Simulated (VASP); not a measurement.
Runs of VASP 6.6.1 on LiF. The structure is that of space group Pm-3m (No. 221), or close to it. The cells are those of the table. 

```csv
cell,gap on the mesh (eV)
"a = 2.572, b = 2.572, c = 2.560 Å, 2 atoms",(b)
"a = 2.547, b = 2.547, c = 2.560 Å, 2 atoms",7.37
"a = 2.521, b = 2.521, c = 2.560 Å, 2 atoms",7.52
"a = 2.585, b = 2.585, c = 2.560 Å, 2 atoms",7.10
"a = 2.598, b = 2.598, c = 2.560 Å, 2 atoms",7.00
"a = 2.611, b = 2.611, c = 2.560 Å, 2 atoms",(a)
```

Alike in all rows: task single point; level LDA; potentials or basis VASP PAW LDA potentials, release 64 (Li_sv, F); no spin polarisation; k mesh 10 × 10 × 10; cutoff (eV) 520; smearing gaussian 0.05 eV.

Fill in the values left out.

(a) 6.90; (b) 7.20.

A k mesh can miss the band edges.
